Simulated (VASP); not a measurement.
**BP (e600): vibrations by perturbation theory with PBE**

The system is BP (e600).

```
B P
1.0
     0.00000    2.27414    2.27414
     2.27414    0.00000    2.27414
     2.27414    2.27414    0.00000
B P
1 1
Direct
  0.00000 0.00000 0.00000
  0.25000 0.25000 0.25000
```

- Program: VASP 6.6.1
- Task: vibrations by perturbation theory
- Functional: PBE
- Potentials or basis: VASP PAW PBE potentials, release 64 (B, P)
- Cutoff: 500 eV
- k mesh: 10 × 10 × 10
- Occupations: gaussian, width 0.01 eV
- Spin: no spin polarisation
- Dipole correction: no
- Further INCAR settings: ALGO = Normal; EDIFF = 1e-08; NBANDS = 11; IBRION = 8; NSW = 1

| Property | Result |
| --- | --- |
| Electronic dielectric tensor (diagonal) | 9.27 |
| Born charges (mean of the diagonal) | B -0.47; P +0.47 e |
| Highest phonon frequency at Γ, LO-TO splitting left out | 798 cm⁻¹ |

Phonon frequencies in cm⁻¹ (negative: imaginary):
```csv
q point,frequencies
"(0.000, 0.000, 0.000)",0 0 0 798 798 798
```

Electronic dielectric tensor:
```
9.27 0.00 0.00
0.00 9.27 0.00
0.00 0.00 9.27
```

Born effective charge tensors (e):
atom 1, B
```
-0.47  0.00  0.00
 0.00 -0.47  0.00
 0.00  0.00 -0.47
```
atom 2, P
```
0.47 0.00 0.00
0.00 0.47 0.00
0.00 0.00 0.47
```

Run time: 100 s on 1 thread of Intel(R) Xeon(R) 6975P-C (Granite Rapids) (shared host), peak memory 0.22 GiB.
